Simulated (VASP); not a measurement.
Set up this calculation in VASP 6.6.1, as the native input.

```
Task                   : single point
Functional             : PBE
Potentials or basis    : VASP PAW PBE potentials, release 64 (Rb_sv, Br)
Cutoff                 : 520 eV
k mesh                 : 6 × 6 × 6
Occupations            : gaussian, width 0.01 eV
Spin                   : no spin polarisation
Dipole correction      : no
Further INCAR settings : ALGO = Normal; EDIFF = 1e-07; NBANDS = 15
```

The structure of RbBr lies in POSCAR:

```
RbBr
1.0
    0.0000000000      3.8694966421      3.8694966421
    3.8694966421      0.0000000000      3.8694966421
    3.8694966421      3.8694966421      0.0000000000
Rb Br
1 1
Direct
    0.0000000000      0.0000000000      0.0000000000
    0.2500000000      0.2500000000      0.2500000000
```

These files were run (other wordings do the same):

INCAR

```
ALGO     = Normal         # electronic algorithm
EDIFF    = 1E-7           # SCF threshold, eV
ENCUT    = 520            # plane-wave cutoff, eV
GGA      = PE             # functional
ISIF     = 2              # what is computed and relaxed
ISMEAR   = 0              # smearing method
LASPH    = True           # aspherical terms in the spheres
LCHARG   = False          # write CHGCAR
LREAL    = False          # projectors in reciprocal space
LWAVE    = False          # write WAVECAR
NBANDS   = 15             # bands
NELM     = 60             # most SCF steps
PREC     = Accurate       # precision mode
SIGMA    = 0.01           # smearing width, eV
```

KPOINTS

```
k-points
0
Gamma
  6 6 6
```

Potentials or basis: VASP PAW PBE potentials, release 64 (Rb_sv, Br).

The run is started by

```bash
$ cat potpaw_PBE.64/Rb_sv/POTCAR potpaw_PBE.64/Br/POTCAR > POTCAR
$ mpirun -np 1 vasp_std > vasp.out
```

It gave:

```json
{"Pressure": "0.2 GPa", "Band gap on the k mesh": "4.08 eV (least direct gap 4.16 eV)"}
```

Wall time 31 s on 1 thread of AMD EPYC 7R43 64-Core Processor (Zen 3), on a shared host, peak memory 0.22 GiB.
